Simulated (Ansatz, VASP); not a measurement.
PbS in VASP and in Ansatz

File INCAR:

```
PREC = Accurate
ENCUT = 520
EDIFF = 1E-7
ISMEAR = 0
SIGMA = 0.1
LREAL = False
LASPH = True
NELM = 80
ALGO = Normal
ISIF = 2
LWAVE = False
LCHARG = False
GGA = PE
NBANDS = 17
```

Contents of KPOINTS:

```
regular mesh
0
Gamma
  10 10 10
```

Contents of POSCAR:

```
PbS
1.0
    4.2466193869      0.1097674859      0.1335286295
   -2.0282482621      3.5130366994     -0.0000017223
    0.1236836526      0.0714069479      3.6475502410
Pb S
1 1
Direct
    0.0035850002      0.0017925001     -0.0071751024
    0.6630816698      0.3315408299      0.5071751024
```

Input for Ansatz:

```yaml
crystal:
  lattice:
    - [4.2466193869, 0.1097674859, 0.1335286295]
    - [-2.0282482621, 3.5130366994, -1.7223e-06]
    - [0.1236836526, 0.0714069479, 3.647550241]
  atoms:
    - { symbol: Pb, position: [0.0035850002, 0.0017925001, -0.0071751024] }
    - { symbol: S, position: [0.6630816698, 0.3315408299, 0.5071751024] }
basis:
  ecutwfc: 420
kpoints:
  mp_grid: { grid: [10, 10, 10] }
hamiltonian:
  xc: pbe
scf:
  occupations: { method: gaussian, width: 0.1 }
output:
  forces: true
  stress: true
  eigenvalues: true
```

Alike in both runs: task single point; functional PBE; k mesh 10 × 10 × 10; occupations gaussian, width 0.1 eV; no spin polarisation.

```csv
,VASP,Ansatz
version,VASP 6.6.1,Ansatz 0.2.0
potentials or method,"VASP PAW PBE potentials, release 64 (Pb_d, S), cutoff 520 eV","scalar-relativistic, plane waves, PAW"
valence electrons in the cell,20,20
```

```csv
,VASP,Ansatz,Ansatz less VASP
gap on the k mesh at the Fermi level (eV),none,none,-
pressure (GPa),0.6,0.6,+0.07
"traceless stress, the component that is largest in VASP (GPa)",2.81,2.81,+0.006
rms of the force components (eV/Å),0.087,0.087,0.0000
```

Atom by atom the forces differ by 0.000 eV/Å (rms over components). A gap of «none» marks a metal or a gap that the smearing closes. The functional is the same, so the differences come from potentials, cutoffs and numerics. Ansatz's warnings: structure snapped to symmetry.

Neither program's run includes spin-orbit coupling.
